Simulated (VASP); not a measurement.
CsBr:

```
CELL_PARAMETERS angstrom
4.28600 0.00000 0.00000
0.00000 4.28600 0.00000
0.00000 0.00000 4.28600
ATOMIC_POSITIONS crystal
Cs 0.00000 0.00000 0.00000
Br 0.50000 0.50000 0.50000
```

Base run:

```yaml
Program: VASP 6.6.1
Functional: revPBE
Potentials_or_basis: VASP PAW PBE potentials, release 64 (Cs_sv, Br)
Cutoff: 500 eV
k_mesh: 4 × 4 × 4
Occupations: gaussian, width 0.01 eV
Spin: no spin polarisation
```

Its results: band gap on the k mesh 4.75 eV, direct; pressure 2.3 GPa.

Task: The run is repeated on the same cell with these changes: functional from revPBE to PBEsol. What comes out?

Result: Band gap on the k mesh 4.33 eV, direct; pressure -0.4 GPa.

PBEsol binds more tightly than revPBE, so the same cell stands under less pressure.

Caveats: the PAW data sets were made with another functional, which shifts forces and pressure a little; spin-orbit coupling is left out, which moves the levels of the heavy elements.

